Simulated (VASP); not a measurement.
# Zn2CdTe3 (R-3m) in VASP: a series of runs

Zn2CdTe3 is run at these levels: PBE; tasks: single point, relaxation of cell and atoms.

All numbers are computed with VASP 6.6.1; they aren't measurements. Logs are shortened: lines on timing, memory, paths and dates and some standing lists are left out, and cuts for length are marked.

### Step 1. The cell of the first run

It takes space group R-3m (No. 166, trigonal). Conventional cell: a = 7.584 Å, b = 7.584 Å, c = 10.793 Å, α = 90.00°, β = 90.00°, γ = 120.00°. Within 3.4 Å of Zn (site symmetry 3m) lie 1 Zn at 2.58 Å and 3 Te at 3.18 Å. Cd (site symmetry -3m) has 6 Te at 2.83 Å within 3.7 Å. Within 3.8 Å of Te (site symmetry 2/m) lie 2 Cd at 2.83 Å and 2 Zn at 3.18 Å and 4 Te at 3.79 Å.

The cell was generated, and may not be a known phase.

### Step 2. Single point, PBE

Input file INCAR:

```
SYSTEM = Zn2CdTe3
ALGO     = Normal         ! electronic algorithm
EDIFF    = 1E-6           ! SCF threshold, eV
ENCUT    = 520            ! plane-wave cutoff, eV
GGA      = PE             ! functional
ISIF     = 2              ! what is computed and relaxed
ISMEAR   = 0              ! smearing method
LASPH    = .True.         ! aspherical terms in the spheres
LCHARG   = .False.        ! write CHGCAR
LREAL    = .False.        ! projectors in reciprocal space
LWAVE    = .False.        ! write WAVECAR
NBANDS   = 36             ! bands
NELM     = 60             ! most SCF steps
PREC     = Accurate       ! precision mode
SIGMA    = 0.1            ! smearing width, eV
```

Input file KPOINTS:

```
k-points
0
Gamma
  3 3 3
  0 0 0
```

Input file POSCAR:

```
Zn2CdTe3
1.0
    3.7920523187      2.1893424257      3.5975997212
   -3.7920523187      2.1893424257      3.5975997212
    0.0000000000     -4.3786848553      3.5975997189
Zn Cd Te
2 1 3
Direct
    0.8803054825      0.8803054825      0.8803054825
    0.1196945175      0.1196945175      0.1196945175
    0.5000000000      0.5000000000      0.5000000000
    0.5000000000      0.5000000000      0.0000000000
    0.0000000000      0.5000000000      0.5000000000
    0.5000000000      0.0000000000      0.5000000000
```

Potentials or basis: VASP PAW PBE potentials, release 64 (Zn, Cd, Te).

Started as:

```sh
$ cat potpaw_PBE.64/Zn/POTCAR potpaw_PBE.64/Cd/POTCAR potpaw_PBE.64/Te/POTCAR > POTCAR
$ mpirun -np 1 vasp_std > vasp.out
```

OUTCAR:

```text
SYSTEM = Zn2CdTe3
   EDIFF = 1E-6
   ENCUT = 520
   GGA = PE
   ISIF = 2
   ISMEAR = 0
   LASPH = .True.
   LREAL = .False.
   NELM = 60
   PREC = Accurate

 ion  position               nearest neighbor table
   1  0.880  0.880  0.880-   2 2.58   4 3.18   5 3.18   6 3.18
   2  0.120  0.120  0.120-   1 2.58   4 3.18   5 3.18   6 3.18
   3  0.500  0.500  0.500-   5 2.83   6 2.83   6 2.83   5 2.83   4 2.83   4 2.83
   4  0.500  0.500  0.000-   3 2.83   3 2.83   1 3.18   2 3.18
   5  0.000  0.500  0.500-   3 2.83   3 2.83   1 3.18   2 3.18
   6  0.500  0.000  0.500-   3 2.83   3 2.83   1 3.18   2 3.18

  LATTYP: Found a trigonal (rhomboedric) cell.
 ALAT       =     5.6670631546
 COS(alpha) =     0.1045063060

  Lattice vectors:

 A1 = (   3.7920523187,   2.1893424257,   3.5975997212)
 A2 = (  -3.7920523187,   2.1893424257,   3.5975997212)
 A3 = (   0.0000000000,  -4.3786848553,   3.5975997189)

Analysis of symmetry for initial positions (statically):
=====================================================================
 Subroutine PRICEL returns:
 Original cell was already a primitive cell.

 Routine SETGRP: Setting up the symmetry group for a
 trigonal (rhombohedral) supercell.

 Subroutine GETGRP returns: Found 12 space group operations
 (whereof 12 operations were pure point group operations)
 out of a pool of 12 trial point group operations.

The static configuration has the point symmetry D_3d.

Analysis of symmetry for dynamics (positions and initial velocities):
=====================================================================
 Subroutine PRICEL returns:
 Original cell was already a primitive cell.

 Routine SETGRP: Setting up the symmetry group for a
 trigonal (rhombohedral) supercell.

 Subroutine GETGRP returns: Found 12 space group operations
 (whereof 12 operations were pure point group operations)
 out of a pool of 12 trial point group operations.

The dynamic configuration has the point symmetry D_3d.

 Subroutine INISYM returns: Found 12 space group operations
 (whereof 12 operations are pure point group operations),
 and found     1 'primitive' translations

----------------------------------------------------------------------------------------

                                     Primitive cell

  volume of cell :     179.2058

  direct lattice vectors                    reciprocal lattice vectors
     3.792052319  2.189342426  3.597599721     0.131854721  0.076126359  0.092654369
    -3.792052319  2.189342426  3.597599721    -0.131854721  0.076126359  0.092654369
     0.000000000 -4.378684855  3.597599719     0.000000000 -0.152252717  0.092654369

  length of vectors
     5.667063155  5.667063155  5.667063155     0.178229408  0.178229408  0.178229408

  position of ions in fractional coordinates (direct lattice)
     0.880305482  0.880305482  0.880305482
     0.119694518  0.119694518  0.119694518
     0.500000000  0.500000000  0.500000000
     0.500000000  0.500000000  0.000000000
     1.000000000  0.500000000  0.500000000
     0.500000000  1.000000000  0.500000000

  ion indices of the primitive-cell ions
   primitive index   ion index
                 1           1
                 2           2
                 3           3
                 4           4
                 5           5
                 6           6

----------------------------------------------------------------------------------------

 KPOINTS: k-points

Automatic generation of k-mesh.
 Grid dimensions read from file:
 generate k-points for:    3    3    3

 Generating k-lattice:

  Cartesian coordinates                     Fractional coordinates (reciprocal lattice)
     0.043951574  0.025375453  0.030884790     0.333333333  0.000000000 -0.000000000
    -0.043951574  0.025375453  0.030884790     0.000000000  0.333333333 -0.000000000
     0.000000000 -0.050750906  0.030884790     0.000000000  0.000000000  0.333333333

  Length of vectors
     0.059409803  0.059409803  0.059409803

  Shift w.r.t. Gamma in fractional coordinates (k-lattice)
     0.000000000  0.000000000  0.000000000

 Subroutine IBZKPT returns following result:
 ===========================================

 Found      6 irreducible k-points:

 Following reciprocal coordinates:
            Coordinates               Weight
  0.000000  0.000000  0.000000      1.000000
  0.333333 -0.000000  0.000000      6.000000
  0.333333  0.333333  0.000000      6.000000
 -0.333333  0.333333  0.000000      6.000000
  0.333333  0.333333  0.333333      2.000000
 -0.333333  0.333333  0.333333      6.000000
   k-points           NKPTS =      6   k-points in BZ     NKDIM =      6   number of bands    NBANDS=     36
   number of dos      NEDOS =    301   number of ions     NIONS =      6
   total plane-waves  NPLWV =  74088
   dimension x,y,z NGX =    42 NGY =   42 NGZ =   42
   dimension x,y,z NGXF=    84 NGYF=   84 NGZF=   84
   ions per type =               2   1   3
   NGX,Y,Z   is equivalent  to a cutoff of  12.32, 12.32, 12.32 a.u.
   NGXF,Y,Z  is equivalent  to a cutoff of  24.64, 24.64, 24.64 a.u.
 SYSTEM =  Zn2CdTe3
   PREC   = accura    normal or accurate (medium, high low for compatibility)
   ISTART =      0    job   : 0-new  1-cont  2-samecut
   ICHARG =      2    charge: 1-file 2-atom 10-const
   ISPIN  =      1    spin polarized calculation?
   LNONCOLLINEAR =      F non collinear calculations
   LSORBIT =      F    spin-orbit coupling
   LASPH  =      T    aspherical Exc in radial PAW
   ENCUT  =  520.0 eV  38.22 Ry    6.18 a.u.  10.54 10.54 10.54*2*pi/ulx,y,z
   NELM   =     60;   NELMIN=  2; NELMDL= -5     # of ELM steps
   EDIFF  = 0.1E-05   stopping-criterion for ELM
   LREAL  =      F    real-space projection
   EDIFFG = 0.1E-04   stopping-criterion for IOM
   NSW    =      0    number of steps for IOM
   IBRION =     -1    ionic relax: 0-MD 1-quasi-New 2-CG
   NFREE  =      0    steps in history (QN), initial steepest desc. (CG)
   ISIF   =      2    stress and relaxation
   ISYM   =      2    0-nonsym 1-usesym 2-fastsym
   POTIM  = 0.5000    time-step for ionic-motion
   TEBEG  =    0.0;   TEEND  =   0.0 temperature during run
   PSTRESS=    0.0 pullay stress
   NELECT =      54.0000    total number of electrons
   NUPDOWN=      -1.0000    fix difference up-down
   EMIN   =  10.00;   EMAX   =-10.00  energy-range for DOS
   EFERMI =   0.00;   METHOD = LEGACY
   ISMEAR =     0;   SIGMA  =   0.10  broadening in eV -4-tet -1-fermi 0-gaus
   EFERMI_NEDOS =   21; number of points for ismear=-14 and -15
   IALGO  =     38    algorithm
   IMIX   =      4    mixing-type and parameters
     AMIX     =   0.40;   BMIX     =  1.00
     AMIX_MAG =   1.60;   BMIX_MAG =  1.00
  volume/ion in A,a.u.               =      29.87       201.56
  Fermi-wavevector in a.u.,A,eV,Ry     =   1.097544  2.074058 16.389625  1.204603
  Thomas-Fermi vector in A             =   2.233906
   LORBIT       =      0    0 simple, 1 ext, 2 COOP (PROOUT), +10 PAW based schemes
   GGA     = PE    functional components
   LHFCALC =     F    Hartree Fock is set to
   AEXX    =    0.0000 exact exchange contribution
   IVDW    =     0    specifies the selected vdW correction
   LEPSILON=     F    determine dielectric tensor
   LRPA    =     F    only Hartree local field effects (RPA)
 non-spin polarized calculation
 Gauss-broadening in eV      SIGMA  =   0.10
  energy-cutoff  :      520.00
  volume of cell :      179.21
 maximum number of plane-waves:      4867
 NGX is ok and might be reduce to    42
   NGX = 21   NGY = 21   NGZ = 21

 number of electron      54.0000083 magnetization

 Free energy of the ion-electron system (eV)
  ---------------------------------------------------
  ext. energy  EPLUGINS =         0.00000000
  ---------------------------------------------------
  free energy    TOTEN  =       -10.97304664 eV

  energy without entropy =      -10.95164436  energy(sigma->0) =      -10.96234550

 E-fermi :   3.0664     XC(G=0):  -9.1594

 val. band max:        3.0517188491   @ k =  -0.3333   0.3333   0.3333
 cond. band min:       3.0710381104   @ k =   0.0000   0.0000   0.0000
 fundamental gap:      0.0193192613
 Fermi energy:         3.0664341911

 k-point     1 :       0.0000    0.0000    0.0000
  band No.  band energies     occupation
      1      -8.6214      2.00000
      2      -7.4724      2.00000
      3      -7.4724      2.00000
      4      -5.3339      2.00000
      5      -5.2966      2.00000
      6      -5.2966      2.00000
[... 28 lines left out ...]
     35       8.1798      0.00000
     36       8.6739      0.00000

 k-point     2 :       0.3333   -0.0000    0.0000
  band No.  band energies     occupation
      1      -8.3564      2.00000
      2      -7.4971      2.00000
      3      -7.4660      2.00000
      4      -5.4077      2.00000
      5      -5.3146      2.00000
      6      -5.3036      2.00000
[... 28 lines left out ...]
     35       8.1310      0.00000
     36       8.8880      0.00000

 k-point     3 :       0.3333    0.3333    0.0000
  band No.  band energies     occupation
      1      -8.1361      2.00000
      2      -7.5442      2.00000
      3      -7.3188      2.00000
      4      -5.4630      2.00000
      5      -5.4060      2.00000
      6      -5.3261      2.00000
[... 28 lines left out ...]
     35       9.0697      0.00000
     36       9.1415      0.00000

 k-point     4 :      -0.3333    0.3333    0.0000
  band No.  band energies     occupation
      1      -8.0458      2.00000
      2      -7.6115      2.00000
      3      -7.3757      2.00000
      4      -5.5175      2.00000
      5      -5.3854      2.00000
      6      -5.3263      2.00000
[... 28 lines left out ...]
     35       9.1315      0.00000
     36       9.2140      0.00000

 k-point     5 :       0.3333    0.3333    0.3333
  band No.  band energies     occupation
      1      -8.0351      2.00000
      2      -7.2967      2.00000
      3      -7.2967      2.00000
      4      -5.4613      2.00000
      5      -5.4613      2.00000
      6      -5.4194      2.00000
[... 28 lines left out ...]
     35       8.5846      0.00000
     36       9.4426      0.00000

 k-point     6 :      -0.3333    0.3333    0.3333
  band No.  band energies     occupation
      1      -7.8120      2.00000
      2      -7.5726      2.00000
      3      -7.3029      2.00000
      4      -5.5253      2.00000
      5      -5.4575      2.00000
      6      -5.3994      2.00000
[... 28 lines left out ...]
     35       8.9193      0.00000
     36       8.9231      0.00000

------------------------ aborting loop because EDIFF is reached ----------------------------------------

  FORCE on cell =-STRESS in cart. coord.  units (eV):
  Direction    XX          YY          ZZ          XY          YZ          ZX
  --------------------------------------------------------------------------------------
  -------------------------------------------------------------------------------------
  Total        0.2202299      0.2202299      0.0550174      0.0000000      0.0000000      0.0000000
  in kB        1.9689503      1.9689503      0.4918797      0.0000000      0.0000000      0.0000000
  external PRESSURE =       1.4765934 kB  Pullay stress =       0.0000000 kB

 VOLUME and BASIS-vectors are now :
 -----------------------------------------------------------------------------
  energy-cutoff  :      520.00
  volume of cell :      179.21
      direct lattice vectors                 reciprocal lattice vectors
     3.792052319  2.189342426  3.597599721     0.131854721  0.076126359  0.092654369
    -3.792052319  2.189342426  3.597599721    -0.131854721  0.076126359  0.092654369
     0.000000000 -4.378684855  3.597599719     0.000000000 -0.152252717  0.092654369

 POSITION                                       TOTAL-FORCE (eV/Angst)
 -----------------------------------------------------------------------------------
      0.00000     -0.00000      9.50096         0.000000      0.000000     -0.011923
      0.00000     -0.00000      1.29184         0.000000     -0.000000      0.011923
      0.00000     -0.00000      5.39640        -0.000000     -0.000000      0.000000
      0.00000      2.18934      3.59760         0.000000     -0.000000      0.000000
     -1.89603     -1.09467      3.59760         0.000000     -0.000000      0.000000
      1.89603     -1.09467      3.59760         0.000000     -0.000000      0.000000
 -----------------------------------------------------------------------------------
    total drift:                                0.000000      0.000000     -0.000000

  FREE ENERGIE OF THE ION-ELECTRON SYSTEM (eV)
  ---------------------------------------------------
  free  energy   TOTEN  =       -10.9730466440 eV

  energy  without entropy=      -10.9516443553  energy(sigma->0) =      -10.96234550
```

Wall time 50 s (1 thread of Intel Xeon Platinum 8488C (Sapphire Rapids), shared host); peak memory 0.26 GiB.

Results:

* Free energy: -10.9730 eV
* Pressure: 0.1 GPa
* Largest force: 0.012 eV/Å
* Band gap on the k mesh: zero (bands 27 and 28 overlap by 0.79 eV)

Forces on the atoms (eV/Å):
```
Zn   0.000  0.000 -0.012
Zn   0.000  0.000  0.012
Cd   0.000  0.000  0.000
Te   0.000  0.000  0.000
Te   0.000  0.000  0.000
Te   0.000  0.000  0.000
```

Caveat: the k points lie up to 0.37 Å⁻¹ apart, too coarse for converged energies and pressures of a metal; semilocal functionals underestimate gaps, and a narrow one can read as zero; spin-orbit coupling is left out, which moves the levels of the heavy elements.

[end of part 1 of 2]

The gap in the log of VASP goes by the Fermi energy; the results here count the filled bands.